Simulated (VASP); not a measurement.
A run of VASP 6.6.1:

The input INCAR:

```
ALGO = Normal ; EDIFF = 1E-6
ENCUT = 520 ; GGA = PE
ISIF = 2 ; ISMEAR = -1
LASPH = True ; LCHARG = False
LREAL = False ; LWAVE = False
NBANDS = 20 ; NELM = 80
PREC = Accurate ; SIGMA = 0.05
```

The input KPOINTS:

```
k-points
0
Gamma
  5 5 6
```

The input POSCAR:

```
CuI2
1.0
    5.0942239264      0.0000000000      0.0000000000
    0.0000000000      5.0942239264      0.0000000000
    0.0000000000      0.0000000000      4.4514058076
I Cu
2 1
Direct
    0.5000000000      0.0000000000      0.0000000000
    0.0000000000      0.5000000000      0.0000000000
    0.0000000000      0.0000000000      0.0000000000
```

Potentials or basis: VASP PAW PBE potentials, release 64 (I, Cu).

The run is started by

```bash
$ cat potpaw_PBE.64/I/POTCAR potpaw_PBE.64/Cu/POTCAR > POTCAR
$ mpirun -np 1 vasp_std > vasp.out
```

Hardware: 1 thread of Intel(R) Xeon(R) 6975P-C (Granite Rapids), on a shared host.

Task: How long does it take, and how much memory?

Result: It took 36 s on 1 thread of Intel(R) Xeon(R) 6975P-C (Granite Rapids), with other jobs on the host, peak memory 0.24 GiB. Counts: scf iterations 18, k points 24.
